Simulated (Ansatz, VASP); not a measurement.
**Two plane-wave programs on Co3W2**

INCAR

```
SYSTEM = Co3W2
PREC = Accurate
ENCUT = 520
EDIFF = 1E-6
ISMEAR = 0
SIGMA = 0.1
LREAL = .False.
LASPH = .True.
NELM = 150
ALGO = Normal
ISIF = 2
LWAVE = .False.
LCHARG = .False.
ISPIN = 2
MAGMOM = 3 3 3 3 3 3 0 0 0 0
LORBIT = 11
LMAXMIX = 4
GGA = PE
NBANDS = 70
```

Contents of KPOINTS:

```
regular mesh
0
Gamma
  6 6 1
  0 0 0
```

The input POSCAR:

```
Co3W2
1.0
    2.7056265700      0.0000000000      0.0000000000
   -1.3528132800      2.3431413400      0.0000000000
    0.0000000000      0.0000000000     20.8352981100
Co W
6 4
Direct
    0.3333333300      0.6666666700      0.8000000000
    0.3333333300      0.6666666700      0.2000000000
    0.3333333300      0.6666666700      0.4000000000
    0.3333333300      0.6666666700      0.6000000000
    0.6666666700      0.3333333300      0.3000000000
    0.6666666700      0.3333333300      0.7000000000
    0.3333333300      0.6666666700      0.0000000000
    0.6666666700      0.3333333300      0.9000000000
    0.6666666700      0.3333333300      0.1000000000
    0.6666666700      0.3333333300      0.5000000000
```

Input for Ansatz:

```yaml
crystal:
  lattice:
    - [2.70562657, 0.0, 0.0]
    - [-1.35281328, 2.34314134, 0.0]
    - [0.0, 0.0, 20.83529811]
  atoms:
    - { symbol: Co, position: [0.33333333, 0.66666667, 0.8], spin: 3.0 }
    - { symbol: Co, position: [0.33333333, 0.66666667, 0.2], spin: 3.0 }
    - { symbol: Co, position: [0.33333333, 0.66666667, 0.4], spin: 3.0 }
    - { symbol: Co, position: [0.33333333, 0.66666667, 0.6], spin: 3.0 }
    - { symbol: Co, position: [0.66666667, 0.33333333, 0.3], spin: 3.0 }
    - { symbol: Co, position: [0.66666667, 0.33333333, 0.7], spin: 3.0 }
    - { symbol: W, position: [0.33333333, 0.66666667, 0.0] }
    - { symbol: W, position: [0.66666667, 0.33333333, 0.9] }
    - { symbol: W, position: [0.66666667, 0.33333333, 0.1] }
    - { symbol: W, position: [0.66666667, 0.33333333, 0.5] }
basis:
  ecutwfc: 420
kpoints:
  mp_grid: { grid: [6, 6, 1] }
hamiltonian:
  xc: pbe
scf:
  occupations: { method: gaussian, width: 0.1 }
  lower_state_search: "off"
output:
  forces: true
  stress: true
  eigenvalues: true
  populations: true
magnetization:
  spin_polarized: true
```

Alike in both runs: task single point; functional PBE; k mesh 6 × 6 × 1; occupations gaussian, width 0.1 eV; collinear spin.

|  | VASP | Ansatz |
| --- | --- | --- |
| version | VASP 6.6.1 | Ansatz 0.2.0 |
| potentials or method | VASP PAW PBE potentials, release 64 (Co, W_sv), cutoff 520 eV | scalar-relativistic, plane waves, PAW |
| valence electrons in the cell | 110 | 158 |

Ansatz gave:

* gap on the k mesh at the Fermi level (eV): none
* pressure (GPa): 11.5
* traceless stress, the component that is largest in VASP (GPa): 5.49
* rms of the force components (eV/Å): 1.134
* net moment per atom (μB): 0.81
* size of the moment on the site where the two differ most (μB): 1.31

Q: Which values does VASP return?

A: gap on the k mesh at the Fermi level (eV): none; pressure (GPa): 12.1; traceless stress, the component that is largest in VASP (GPa): 5.23; rms of the force components (eV/Å): 1.164; net moment per atom (μB): 0.79; size of the moment on the site where the two differ most (μB): 1.24.

Site moments also hang on the region over which each program counts them. Atom by atom the forces differ by 0.032 eV/Å (rms over components). A gap of «none» marks a metal or a gap that the smearing closes. VASP's potentials hold 110 valence electrons a cell and Ansatz's 158, so a difference there can come from the potentials and not from the codes.

The k mesh is coarse, so the values compare programs but aren't converged. Spin-orbit coupling is off throughout.
